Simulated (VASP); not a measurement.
# Ru (P6_3/mmc) in VASP: single point with r2SCAN

Aim: the single point of Ru with r2SCAN.

All numbers are computed with VASP 6.6.1; they aren't measurements. Logs are shortened: lines on timing, memory, paths and dates and some standing lists are left out, and cuts for length are marked.

### Step 1. The cell of the first run

The structure is hexagonal, space group P6_3/mmc (No. 194). Conventional cell: a = 2.705 Å, b = 2.705 Å, c = 4.260 Å, α = 90.00°, β = 90.00°, γ = 120.00°. Within 3.5 Å of Ru (site symmetry -6m2) lie 12 Ru at 2.64 to 2.70 Å.

### Step 2. Single point, r2SCAN

POSCAR reads:

```
Ru
1.0
    2.7046562014      0.0000000000      0.0000000000
   -1.3523281007      2.3423009789      0.0000000000
    0.0000000000      0.0000000000      4.2602238958
Ru
2
Direct
    0.3333333333      0.6666666667      0.2500000000
    0.6666666667      0.3333333333      0.7500000000
```

INCAR.step1 reads:

```
SYSTEM = Ru
PREC = Accurate
ENCUT = 520
ISMEAR = -1
SIGMA = 0.05
LREAL = .FALSE.
LASPH = .TRUE.
NELM = 80
NBANDS = 21
GGA = PE
ALGO = Normal
EDIFF = 1E-4
LWAVE = .TRUE.
LCHARG = .FALSE.
```

INCAR.step2 reads:

```
SYSTEM = Ru
PREC = Accurate
ENCUT = 520
EDIFF = 1E-6
ISMEAR = -1
SIGMA = 0.05
LREAL = .FALSE.
LASPH = .TRUE.
NELM = 80
ALGO = Normal
ISIF = 2
LWAVE = .FALSE.
LCHARG = .TRUE.
METAGGA = R2SCAN
LMIXTAU = .TRUE.
LELF = .TRUE.
LVHAR = .TRUE.
NBANDS = 21
ISTART = 1
```

KPOINTS reads:

```
Automatic mesh
0
G
  20 20 11
  0 0 0
```

Potentials or basis: VASP PAW PBE potentials, release 64 (Ru_pv).

Command:

```
> cat potpaw_PBE.64/Ru_pv/POTCAR > POTCAR
> cp INCAR.step1 INCAR
> mpirun -np 1 vasp_std > vasp.out
> cp INCAR.step2 INCAR
> mpirun -np 1 vasp_std > vasp.out
```

OUTCAR:

```text
SYSTEM = Ru
   PREC = Accurate
   ENCUT = 520
   EDIFF = 1E-6
   ISMEAR = -1
   LREAL = .FALSE.
   LASPH = .TRUE.
   NELM = 80
   ISIF = 2
   METAGGA = R2SCAN
   ISTART = 1

 ion  position               nearest neighbor table
   1  0.333  0.667  0.250-   2 2.64   2 2.64   2 2.64   2 2.64   2 2.64   2 2.64
   2  0.667  0.333  0.750-   1 2.64   1 2.64   1 2.64   1 2.64   1 2.64   1 2.64

  LATTYP: Found a hexagonal cell.
 ALAT       =     2.7046562014
 C/A-ratio  =     1.5751443358

  Lattice vectors:

 A1 = (   2.7046562014,   0.0000000000,   0.0000000000)
 A2 = (  -1.3523281007,   2.3423009789,   0.0000000000)
 A3 = (   0.0000000000,   0.0000000000,   4.2602238958)

Analysis of symmetry for initial positions (statically):
=====================================================================
 Subroutine PRICEL returns:
 Original cell was already a primitive cell.

 Routine SETGRP: Setting up the symmetry group for a
 hexagonal supercell.

 Subroutine GETGRP returns: Found 24 space group operations
 (whereof 12 operations were pure point group operations)
 out of a pool of 24 trial point group operations.

The static configuration has the point symmetry D_3d.
 The point group associated with its full space group is D_6h.

Analysis of symmetry for dynamics (positions and initial velocities):
=====================================================================
 Subroutine PRICEL returns:
 Original cell was already a primitive cell.

 Routine SETGRP: Setting up the symmetry group for a
 hexagonal supercell.

 Subroutine GETGRP returns: Found 24 space group operations
 (whereof 12 operations were pure point group operations)
 out of a pool of 24 trial point group operations.

The dynamic configuration has the point symmetry D_3d.
 The point group associated with its full space group is D_6h.

 Subroutine INISYM returns: Found 24 space group operations
 (whereof 12 operations are pure point group operations),
 and found     1 'primitive' translations

----------------------------------------------------------------------------------------

[... 82 lines left out ...]
 SYSTEM =  Ru
   PREC   = accura    normal or accurate (medium, high low for compatibility)
   ISTART =      1    job   : 0-new  1-cont  2-samecut
   ICHARG =      0    charge: 1-file 2-atom 10-const
   ISPIN  =      1    spin polarized calculation?
   LNONCOLLINEAR =      F non collinear calculations
   LSORBIT =      F    spin-orbit coupling
   LASPH  =      T    aspherical Exc in radial PAW
   ENCUT  =  520.0 eV  38.22 Ry    6.18 a.u.   5.03  5.03  7.92*2*pi/ulx,y,z
   NELM   =     80;   NELMIN=  2; NELMDL=  0     # of ELM steps
   EDIFF  = 0.1E-05   stopping-criterion for ELM
   LREAL  =      F    real-space projection
   EDIFFG = 0.1E-04   stopping-criterion for IOM
   NSW    =      0    number of steps for IOM
   IBRION =     -1    ionic relax: 0-MD 1-quasi-New 2-CG
   NFREE  =      0    steps in history (QN), initial steepest desc. (CG)
   ISIF   =      2    stress and relaxation
   ISYM   =      2    0-nonsym 1-usesym 2-fastsym
   POTIM  = 0.5000    time-step for ionic-motion
   TEBEG  =    0.0;   TEEND  =   0.0 temperature during run
   PSTRESS=    0.0 pullay stress
   NELECT =      28.0000    total number of electrons
   NUPDOWN=      -1.0000    fix difference up-down
   EMIN   =  10.00;   EMAX   =-10.00  energy-range for DOS
   EFERMI =   0.00;   METHOD = LEGACY
   ISMEAR =    -1;   SIGMA  =   0.05  broadening in eV -4-tet -1-fermi 0-gaus
   EFERMI_NEDOS =   21; number of points for ismear=-14 and -15
   IALGO  =     38    algorithm
   IMIX   =      4    mixing-type and parameters
     AMIX     =   0.40;   BMIX     =  1.00
     AMIX_MAG =   1.60;   BMIX_MAG =  1.00
  volume/ion in A,a.u.               =      13.49        91.07
  Fermi-wavevector in a.u.,A,eV,Ry     =   1.657290  3.131824 37.369888  2.746609
  Thomas-Fermi vector in A             =   2.745068
   LORBIT       =      0    0 simple, 1 ext, 2 COOP (PROOUT), +10 PAW based schemes
   METAGGA = R2SCAN    functional components
   LHFCALC =     F    Hartree Fock is set to
   AEXX    =    0.0000 exact exchange contribution
   IVDW    =     0    specifies the selected vdW correction
   LEPSILON=     F    determine dielectric tensor
   LRPA    =     F    only Hartree local field effects (RPA)
 non-spin polarized calculation
  energy-cutoff  :      520.00
  volume of cell :       26.99
 maximum number of plane-waves:       744
 NGX is ok and might be reduce to    20
   NGX =  9   NGY =  9   NGZ = 15

 number of electron      28.0000003 magnetization

 Free energy of the ion-electron system (eV)
  ---------------------------------------------------
  ext. energy  EPLUGINS =         0.00000000
  ---------------------------------------------------
  free energy    TOTEN  =       -50.86215911 eV

  energy without entropy =      -50.84939466  energy(sigma->0) =      -50.85577689

 E-fermi :  12.8672     XC(G=0): -15.4521

 val. band max:       12.8645170019   @ k =   0.1000   0.0000   0.3636
 cond. band min:      12.8765350392   @ k =   0.1500   0.1000   0.3636
 fundamental gap:      0.0120180373
 Fermi energy:        12.8671838803

 k-point     1 :       0.0000    0.0000    0.0000
  band No.  band energies     occupation
      1     -32.2777      2.00000
      2     -31.2574      2.00000
      3     -31.2574      2.00000
      4     -31.0665      2.00000
      5     -31.0665      2.00000
      6     -31.0076      2.00000
[... 565 lines left out ...]
     20      22.3874      0.00000
     21      23.4134      0.00000

 [... further k-points ...]

------------------------ aborting loop because EDIFF is reached ----------------------------------------

  FORCE on cell =-STRESS in cart. coord.  units (eV):
  Direction    XX          YY          ZZ          XY          YZ          ZX
  --------------------------------------------------------------------------------------
  -------------------------------------------------------------------------------------
  Total        0.2441293      0.2441293      0.2722187      0.0000000      0.0000000      0.0000000
  in kB       14.4924977     14.4924977     16.1599988      0.0000000      0.0000000      0.0000000
  external PRESSURE =      15.0483314 kB  Pullay stress =       0.0000000 kB

 VOLUME and BASIS-vectors are now :
 -----------------------------------------------------------------------------
  energy-cutoff  :      520.00
  volume of cell :       26.99
      direct lattice vectors                 reciprocal lattice vectors
     2.704656201  0.000000000  0.000000000     0.369732759  0.213465308  0.000000000
    -1.352328101  2.342300979  0.000000000     0.000000000  0.426930616  0.000000000
     0.000000000  0.000000000  4.260223896     0.000000000  0.000000000  0.234729447

 POSITION                                       TOTAL-FORCE (eV/Angst)
 -----------------------------------------------------------------------------------
     -0.00000      1.56153      1.06506         0.000000     -0.000000      0.000000
      1.35233      0.78077      3.19517        -0.000000      0.000000      0.000000
 -----------------------------------------------------------------------------------
    total drift:                               -0.000000      0.000000     -0.000000

  FREE ENERGIE OF THE ION-ELECTRON SYSTEM (eV)
  ---------------------------------------------------
  free  energy   TOTEN  =       -50.8621591142 eV

  energy  without entropy=      -50.8493946560  energy(sigma->0) =      -50.85577689
```

Run time: 3.8 min. Hardware: 1 thread of AMD EPYC 9R45 (Zen 5), shared host; peak memory 0.2 GiB.

Results:

```yaml
Free_energy: -50.8622 eV
Pressure: 1.5 GPa
Band_gap_on_the_k_mesh: zero (bands 14 and 15 overlap by 3.42 eV)
```

Stress tensor (GPa, compression positive):
```
1.45 0.00 0.00
0.00 1.45 0.00
0.00 0.00 1.62
```

Levels at points of the mesh, in eV from the Fermi level:
```
           k point  band 10  band 11  band 12  band 13  band 14  band 15  band 16  band 17  band 18  band 19
(0.00, 0.00, 0.00)    -2.76    -2.52    -2.04    -2.04    -1.54    -1.54     1.21     1.21     1.39     8.37
(0.50, 0.00, 0.00)    -3.24    -2.20    -1.92    -1.59     1.43     1.88     1.99     4.23     6.42     8.37
```

Caveat: the PAW data sets were made with another functional, which shifts forces and pressure a little.
